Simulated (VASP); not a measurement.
# C (Fd-3m) in VASP: a series of runs

C is run at these levels: PBEsol; tasks: single point.

Program: VASP 6.6.1. These are calculated values, not measurements. Logs are shortened: lines on timing, memory, paths and dates and some standing lists are left out, and cuts for length are marked.

### 1 The cell of the first run

The structure is cubic, space group Fd-3m (No. 227). The conventional cell has a = 3.554 Å, b = 3.554 Å, c = 3.554 Å, α = 90.00°, β = 90.00°, γ = 90.00°. Within 2.1 Å of C (site symmetry -43m) lie 4 C at 1.54 Å.

### 2 Single point, PBEsol

File INCAR:

```
ALGO = Normal
EDIFF = 1E-6
ENCUT = 600
GGA = PS
GGA_COMPAT = False
ISIF = 2
ISMEAR = 0
LASPH = True
LCHARG = False
LREAL = False
LWAVE = False
NBANDS = 11
NELM = 120
PREC = Accurate
SIGMA = 0.01
```

File KPOINTS:

```
k-points
0
Gamma
  6 6 6
```

File POSCAR:

```
C
1.0
    0.0000000000      1.7768325686      1.7768325686
    1.7768325686      0.0000000000      1.7768325686
    1.7768325686      1.7768325686      0.0000000000
C
2
Direct
    0.0000000000      0.0000000000      0.0000000000
    0.2500000000      0.2500000000      0.2500000000
```

Potentials or basis: VASP PAW PBE potentials, release 64 (C).

Run with:

```console
$ cat potpaw_PBE.64/C/POTCAR > POTCAR
$ mpirun -np 1 vasp_std > vasp.out
```

OUTCAR:

```text
EDIFF = 1E-6
   ENCUT = 600
   GGA = PS
   ISIF = 2
   ISMEAR = 0
   LASPH = True
   LREAL = False
   NELM = 120
   PREC = Accurate

 ion  position               nearest neighbor table
   1  0.000  0.000  0.000-   2 1.54   2 1.54   2 1.54   2 1.54
   2  0.250  0.250  0.250-   1 1.54   1 1.54   1 1.54   1 1.54

  LATTYP: Found a face centered cubic cell.
 ALAT       =     3.5536651372

  Lattice vectors:

 A1 = (   0.0000000000,   1.7768325686,   1.7768325686)
 A2 = (   1.7768325686,   0.0000000000,   1.7768325686)
 A3 = (   1.7768325686,   1.7768325686,   0.0000000000)

Analysis of symmetry for initial positions (statically):
=====================================================================
 Subroutine PRICEL returns:
 Original cell was already a primitive cell.

 Routine SETGRP: Setting up the symmetry group for a
 face centered cubic supercell.

 Subroutine GETGRP returns: Found 48 space group operations
 (whereof 24 operations were pure point group operations)
 out of a pool of 48 trial point group operations.

The static configuration has the point symmetry T_d .
 The point group associated with its full space group is O_h .

Analysis of symmetry for dynamics (positions and initial velocities):
=====================================================================
 Subroutine PRICEL returns:
 Original cell was already a primitive cell.

 Routine SETGRP: Setting up the symmetry group for a
 face centered cubic supercell.

 Subroutine GETGRP returns: Found 48 space group operations
 (whereof 24 operations were pure point group operations)
 out of a pool of 48 trial point group operations.

The dynamic configuration has the point symmetry T_d .
 The point group associated with its full space group is O_h .

 Subroutine INISYM returns: Found 48 space group operations
 (whereof 24 operations are pure point group operations),
 and found     1 'primitive' translations

----------------------------------------------------------------------------------------

                                     Primitive cell

  volume of cell :      11.2194

  direct lattice vectors                    reciprocal lattice vectors
     0.000000000  1.776832569  1.776832569    -0.281399615  0.281399615  0.281399615
     1.776832569  0.000000000  1.776832569     0.281399615 -0.281399615  0.281399615
     1.776832569  1.776832569  0.000000000     0.281399615  0.281399615 -0.281399615

  length of vectors
[... 80 lines left out ...]
   ISYM   =      2    0-nonsym 1-usesym 2-fastsym
   POTIM  = 0.5000    time-step for ionic-motion
   TEBEG  =    0.0;   TEEND  =   0.0 temperature during run
   PSTRESS=    0.0 pullay stress
   NELECT =       8.0000    total number of electrons
   NUPDOWN=      -1.0000    fix difference up-down
   EMIN   =  10.00;   EMAX   =-10.00  energy-range for DOS
   EFERMI =   0.00;   METHOD = LEGACY
   ISMEAR =     0;   SIGMA  =   0.01  broadening in eV -4-tet -1-fermi 0-gaus
   EFERMI_NEDOS =   21; number of points for ismear=-14 and -15
   IALGO  =     38    algorithm
   IMIX   =      4    mixing-type and parameters
     AMIX     =   0.40;   BMIX     =  1.00
     AMIX_MAG =   1.60;   BMIX_MAG =  1.00
  volume/ion in A,a.u.               =       5.61        37.86
  Fermi-wavevector in a.u.,A,eV,Ry     =   1.462564  2.763846 29.104148  2.139095
  Thomas-Fermi vector in A             =   2.578763
   LORBIT       =      0    0 simple, 1 ext, 2 COOP (PROOUT), +10 PAW based schemes
   GGA     = PS    functional components
   LHFCALC =     F    Hartree Fock is set to
   AEXX    =    0.0000 exact exchange contribution
   IVDW    =     0    specifies the selected vdW correction
   LEPSILON=     F    determine dielectric tensor
   LRPA    =     F    only Hartree local field effects (RPA)
 non-spin polarized calculation
 Gauss-broadening in eV      SIGMA  =   0.01
  energy-cutoff  :      600.00
  volume of cell :       11.22
 maximum number of plane-waves:       388
   NGX =  9   NGY =  9   NGZ =  9

 number of electron       7.9999999 magnetization

 Free energy of the ion-electron system (eV)
  ---------------------------------------------------
  ext. energy  EPLUGINS =         0.00000000
  ---------------------------------------------------
  free energy    TOTEN  =       -19.24448066 eV

  energy without entropy =      -19.24448066  energy(sigma->0) =      -19.24448066

 E-fermi :   9.9566     XC(G=0): -13.4860

 val. band max:        9.8716606822   @ k =   0.0000   0.0000   0.0000
 cond. band min:      13.9312410573   @ k =   0.3333   0.3333   0.0000
 fundamental gap:      4.0595803751
 Fermi energy:         9.9565810826

 k-point     1 :       0.0000    0.0000    0.0000
  band No.  band energies     occupation
      1     -11.7998      2.00000
      2       9.8717      2.00000
      3       9.8717      2.00000
      4       9.8717      2.00000
      5      15.4404      0.00000
      6      15.4404      0.00000
      7      15.4404      0.00000
      8      23.4915      0.00000
      9      28.9705      0.00000
     10      36.4602      0.00000
     11      36.4602      0.00000
[... 197 lines left out ...]
 k-point    16 :      -0.3333    0.5000    0.1667
  band No.  band energies     occupation
      1      -2.4119      2.00000
      2      -2.4119      2.00000
      3       1.8972      2.00000
      4       1.8972      2.00000
      5      18.0097      0.00000
      6      18.0097      0.00000
      7      24.4855      0.00000
      8      24.4855      0.00000
      9      31.5935      0.00000
     10      31.5935      0.00000
     11      40.5316      0.00000

------------------------ aborting loop because EDIFF is reached ----------------------------------------

  FORCE on cell =-STRESS in cart. coord.  units (eV):
  Direction    XX          YY          ZZ          XY          YZ          ZX
  --------------------------------------------------------------------------------------
  -------------------------------------------------------------------------------------
  Total        0.0395239      0.0395239      0.0395239      0.0000000     -0.0000000      0.0000000
  in kB        5.6441744      5.6441744      5.6441744      0.0000000     -0.0000000      0.0000000
  external PRESSURE =       5.6441744 kB  Pullay stress =       0.0000000 kB

 VOLUME and BASIS-vectors are now :
 -----------------------------------------------------------------------------
  energy-cutoff  :      600.00
  volume of cell :       11.22
      direct lattice vectors                 reciprocal lattice vectors
     0.000000000  1.776832569  1.776832569    -0.281399615  0.281399615  0.281399615
     1.776832569  0.000000000  1.776832569     0.281399615 -0.281399615  0.281399615
     1.776832569  1.776832569  0.000000000     0.281399615  0.281399615 -0.281399615

 POSITION                                       TOTAL-FORCE (eV/Angst)
 -----------------------------------------------------------------------------------
      0.00000      0.00000      0.00000        -0.000000     -0.000000     -0.000000
      0.88842      0.88842      0.88842         0.000000      0.000000      0.000000
 -----------------------------------------------------------------------------------
    total drift:                                0.000000      0.000000      0.000000

  FREE ENERGIE OF THE ION-ELECTRON SYSTEM (eV)
  ---------------------------------------------------
  free  energy   TOTEN  =       -19.2444806552 eV

  energy  without entropy=      -19.2444806552  energy(sigma->0) =      -19.24448066
```

OSZICAR:

```text
N       E                     dE             d eps       ncg     rms          rms(c)
DAV:   1     0.418019912689E+01    0.41802E+01   -0.52461E+03   355   0.815E+02
DAV:   2    -0.193989799797E+02   -0.23579E+02   -0.23021E+02   493   0.140E+02
DAV:   3    -0.199301351308E+02   -0.53116E+00   -0.53026E+00   415   0.159E+01
DAV:   4    -0.199309729838E+02   -0.83785E-03   -0.83784E-03   378   0.803E-01
DAV:   5    -0.199309739541E+02   -0.97031E-06   -0.97032E-06   415   0.257E-02    0.565E+00
DAV:   6    -0.194215550518E+02    0.50942E+00   -0.26045E-01   355   0.355E+00    0.333E+00
DAV:   7    -0.192438829651E+02    0.17767E+00   -0.31302E-01   376   0.393E+00    0.696E-01
DAV:   8    -0.192444548103E+02   -0.57185E-03   -0.75204E-03   358   0.685E-01    0.295E-02
DAV:   9    -0.192444726458E+02   -0.17835E-04   -0.15892E-05   411   0.363E-02    0.213E-02
DAV:  10    -0.192444808086E+02   -0.81628E-05   -0.35037E-06   379   0.164E-02    0.454E-03
DAV:  11    -0.192444806552E+02    0.15339E-06   -0.91788E-08   205   0.266E-03
   1 F= -.19244481E+02 E0= -.19244481E+02  d E =-.375520E-35
```

Wall time 3 s (1 thread of AMD EPYC 7R13 (Zen 3), shared host); peak memory 0.08 GiB.

What came out:

- Free energy: -19.2445 eV
- Pressure: 0.6 GPa
- Band gap on the k mesh: 4.06 eV, indirect (least direct gap 5.57 eV)

Levels at points of the mesh, in eV from the valence-band top:
| k point | band 1 | band 2 | band 3 | band 4 | band 5 | band 6 | band 7 | band 8 | band 9 |
| --- | --- | --- | --- | --- | --- | --- | --- | --- | --- |
| (0.00, 0.00, 0.00) | -21.67 | 0.00 | 0.00 | 0.00 | 5.57 | 5.57 | 5.57 | 13.62 | 19.10 |
| (0.50, 0.00, 0.00) | -15.78 | -13.59 | -2.84 | -2.84 | 8.43 | 8.43 | 8.99 | 15.59 | 21.80 |
| (0.50, 0.50, 0.00) | -12.86 | -12.86 | -6.41 | -6.41 | 4.62 | 4.62 | 16.95 | 16.95 | 23.28 |

Caveat: the k points lie up to 0.51 Å⁻¹ apart; the PAW data sets were made with another functional, which shifts forces and pressure a little.

### 3 Single point, PBEsol

File INCAR:

```
SYSTEM = C
PREC = Accurate
ENCUT = 600
EDIFF = 1E-6
ISMEAR = 0
SIGMA = 0.01
LREAL = .FALSE.
LASPH = .TRUE.
NELM = 120
ALGO = Normal
ISIF = 2
LWAVE = .FALSE.
LCHARG = .FALSE.
GGA = PS
NBANDS = 11
GGA_COMPAT = .FALSE.
```

File KPOINTS:

```
regular mesh
0
G
  6 6 6
  0 0 0
```

POSCAR is that of step 2.

Potentials or basis: VASP PAW PBE potentials, release 64 (C).

Run with:

```console
$ cat potpaw_PBE.64/C/POTCAR > POTCAR
$ mpirun -np 1 vasp_std > vasp.out
```

Wall time 3.2 s (1 thread of AMD EPYC 7R13 (Zen 3), shared host); peak memory 0.08 GiB.

It converged, with:

```yaml
Free_energy: -19.2445 eV
Pressure: 0.6 GPa
Band_gap_on_the_k_mesh: 4.06 eV, indirect (least direct gap 5.57 eV)
```

Levels at points of the mesh, in eV from the valence-band top:
```tsv
k point	band 2	band 3	band 4	band 5	band 6	band 7
(0.00, 0.00, 0.00)	0.00	0.00	0.00	5.57	5.57	5.57
(0.50, 0.00, 0.00)	-13.59	-2.84	-2.84	8.43	8.43	8.99
(0.50, 0.50, 0.00)	-12.86	-6.41	-6.41	4.62	4.62	16.95
```

Caveat: the k points lie up to 0.51 Å⁻¹ apart; the PAW data sets were made with another functional, which shifts forces and pressure a little.
